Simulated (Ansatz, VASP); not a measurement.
## Two plane-wave programs on Cs2KCrSe6

```
CELL_PARAMETERS angstrom
0.00000 5.01314 5.01314
5.01314 0.00000 5.01314
5.01314 5.01314 0.00000
ATOMIC_POSITIONS crystal
K 0.50000 0.50000 0.50000
Cr 0.00000 0.00000 0.00000
Se 0.78500 0.21500 0.21500
Se 0.21500 0.78500 0.21500
Se 0.21500 0.78500 0.78500
Se 0.78500 0.21500 0.78500
Se 0.21500 0.21500 0.78500
Se 0.78500 0.78500 0.21500
Cs 0.25000 0.25000 0.25000
Cs 0.75000 0.75000 0.75000
```

Alike in both runs: task single point; functional PBEsol; k mesh 3 × 3 × 3; no spin polarisation.

```csv
,VASP,Ansatz
version,VASP 6.6.1,Ansatz 0.2.0
potentials or method,"VASP PAW PBE potentials, release 64 (K_sv, Cr_pv, Se, Cs_sv), cutoff 520 eV",PAW plane waves
occupations,"methfessel-paxton of order 1, width 0.1725 eV","cold, width 0.1725 eV"
valence electrons in the cell,75,137
```

Ansatz gave:

```
gap on the k mesh at the Fermi level (eV) : none
pressure (GPa)                            : 14.1
rms of the force components (eV/Å)        : 1.599
```

What did VASP give for the same quantities?

gap on the k mesh at the Fermi level (eV): none; pressure (GPa): 14.5; rms of the force components (eV/Å): 1.578.

VASP's potentials were made for PBE, not for PBEsol. Atom by atom the forces differ by 0.020 eV/Å (rms over components). A gap of «none» marks a metal or a gap that the smearing closes. VASP's potentials hold 75 valence electrons a cell and Ansatz's 137, so a difference there can come from the potentials and not from the codes.

The k mesh is coarse, so the values compare programs but aren't converged. Spin-orbit coupling is off throughout.
